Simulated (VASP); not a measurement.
GaP: electric field gradients with PBEsol

GaP:

```
Ga P
1.0
     0.00000    2.72525    2.75250
     2.72525    0.00000    2.75250
     2.72525    2.72525    0.00000
Ga P
1 1
Direct
  0.00000 0.00000 0.00000
  0.75000 0.75000 0.75000
```

This cell differs from its parent crystal: zz strain of +1 %.

| Property | Result |
| --- | --- |
| Program | VASP 6.6.1 |
| Task | electric field gradients |
| Functional | PBEsol |
| Potentials or basis | VASP PAW PBE potentials, release 64 (Ga_d, P) |
| Cutoff | 520 eV |
| k mesh | 12 × 12 × 12 |
| Occupations | fermi-dirac, width 0.08 eV |
| Spin | no spin polarisation |
| Dipole correction | no |
| Further INCAR settings | ALGO = Normal; EDIFF = 1e-08; NBANDS = 16 |

```json
{"Pressure": "-1.4 GPa", "Band gap on the k mesh": "1.44 eV (least direct gap 1.65 eV)", "Largest electric field gradient by atom": "Ga -1.7; P +1.2 V/Å²"}
```

Stress tensor (GPa, compression positive):
```
-1.15  0.00  0.00
 0.00 -1.15  0.00
 0.00  0.00 -1.91
```

Levels at points of the mesh, in eV from the valence-band top:
| k point | band 7 | band 8 | band 9 | band 10 | band 11 | band 12 |
| --- | --- | --- | --- | --- | --- | --- |
| (0.00, 0.00, 0.00) | -0.06 | 0.00 | 0.00 | 1.65 | 3.80 | 3.80 |
| (0.50, 0.00, 0.00) | -6.66 | -1.17 | -1.09 | 1.53 | 4.60 | 4.67 |
| (0.50, 0.50, 0.00) | -6.82 | -2.65 | -2.65 | 1.57 | 1.77 | 10.46 |
| (0.50, 0.00, 0.50) | -6.76 | -2.72 | -2.72 | 1.50 | 1.68 | 10.44 |

Electric field gradients, principal values (V/Å²):
```csv
atom,least,middle,greatest (by size)
1 Ga,0.841,0.844,-1.685
2 P,-0.591,-0.591,1.182
```

Run time: 3.5 min on 1 thread of Intel Xeon 8259CL (shared host), peak memory 0.24 GiB.

Caveat: the cell differs from its parent crystal (zz strain of +1 %); without QUAD_EFG the Cq values of the log hold for a quadrupole moment of 1 mb, not for the nuclei; the PAW data sets were made with another functional, which shifts forces and pressure a little. A k mesh can miss the band edges.
